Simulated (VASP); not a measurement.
A run of VASP 6.6.1:

File INCAR:

```
ALGO = Normal ; EDIFF = 1E-6
ENCUT = 520 ; GGA = PS
ISIF = 2 ; ISMEAR = -1
LASPH = True ; LCHARG = False
LREAL = False ; LWAVE = False
NBANDS = 18 ; NELM = 60
PREC = Accurate ; SIGMA = 0.1
```

The input KPOINTS:

```
k-points
0
Gamma
  9 9 7
```

POSCAR

```
CuAu
1.0
    2.7934186662      0.0000000000      0.0000000000
    0.0000000000      2.7934186662      0.0000000000
    0.0000000000      0.0000000000      3.6405771321
Cu Au
1 1
Direct
    0.5000000000      0.5000000000      0.5000000000
    0.0000000000      0.0000000000      0.0000000000
```

Potentials or basis: VASP PAW PBE potentials, release 64 (Cu, Au).

Run with:

```console
$ cat potpaw_PBE.64/Cu/POTCAR potpaw_PBE.64/Au/POTCAR > POTCAR
$ mpirun -np 1 vasp_std > vasp.out
```

Hardware: 1 thread of Intel(R) Xeon(R) Platinum 8488C (Sapphire Rapids), with other jobs on the host.

**Question.** How long does it take, and how much memory?

**Answer.** It took 16 s on 1 thread of Intel(R) Xeon(R) Platinum 8488C (Sapphire Rapids) (shared host), peak memory 0.16 GiB. Counts: scf iterations 13, k points 60.
